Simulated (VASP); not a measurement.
Input of a VASP 6.6.1 run:

INCAR

```
PREC = Accurate
ENCUT = 520
EDIFF = 1E-6
ISMEAR = -1
SIGMA = 0.05
LREAL = False
LASPH = True
NELM = 60
ALGO = Normal
ISIF = 2
LWAVE = False
LCHARG = True
GGA = RP
IVDW = 13
LELF = True
LVHAR = True
NBANDS = 15
```

The input KPOINTS:

```
regular mesh
0
Gamma
  11 11 11
```

The input POSCAR:

```
TiC
1.0
    0.0000000000      2.1364487848      2.1364487848
    2.1364487848      0.0000000000      2.1364487848
    2.1364487848      2.1364487848      0.0000000000
Ti C
1 1
Direct
    0.0000000000      0.0000000000      0.0000000000
    0.5000000000      0.5000000000      0.5000000000
```

Potentials or basis: VASP PAW PBE potentials, release 64 (Ti_sv, C).

Run with:

```sh
$ cat potpaw_PBE.64/Ti_sv/POTCAR potpaw_PBE.64/C/POTCAR > POTCAR
$ mpirun -np 1 vasp_std > vasp.out
```

Question: What does it give for the band gap on the k mesh?

Answer: Zero (band 8 reaches 10.74 eV, above the bottom of band 9 at 9.60 eV).

Question: Estimate the dispersion energy per atom.

Answer: -0.597 eV.
